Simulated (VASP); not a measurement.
Runs of VASP 6.6.1 on Hf. The structure is that of space group Pm-3m (No. 221), or close to it. The cells are those of the table. 

```tsv
task	cell	cutoff (eV)	gap on the mesh (eV)	pressure (GPa)
relaxation of cell and atoms	relaxed to 15 GPa from a = 2.910 Å, 1 atom	600	none	14.9
single point	a = 2.727 Å, 1 atom	520	none	(a)
single point	a = 2.639 Å, 1 atom	520	none	29.3
single point	a = 2.576 Å, 1 atom	520	none	44.2
relaxation of cell and atoms	relaxed from a = 2.910 Å, 1 atom	600	none	0.0
single point	a = 2.864 Å, 1 atom	520	none	-0.2
relaxation of cell and atoms	relaxed to 45 GPa from a = 2.910 Å, 1 atom	600	none	45.0
relaxation of cell and atoms	relaxed to 30 GPa from a = 2.910 Å, 1 atom	600	none	30.0
```

Alike in all rows: level PBEsol; potentials or basis VASP PAW PBE potentials, release 64 (Hf_pv); no spin polarisation; k mesh 16 × 16 × 16; smearing gaussian 0.05 eV.

Problem. Estimate the missing entries.

Solution. (a) 14.6.

Caveats: the PAW data sets were made with another functional, which shifts forces and pressure a little; spin-orbit coupling is left out, which moves the levels of the heavy elements; the cell is relaxed towards a set pressure, so the enthalpy falls and the energy may rise (some runs).

A k mesh can miss the band edges, and the runs leave out spin-orbit coupling on Hf.

A gap of «none» marks levels without a gap at the run's occupations.
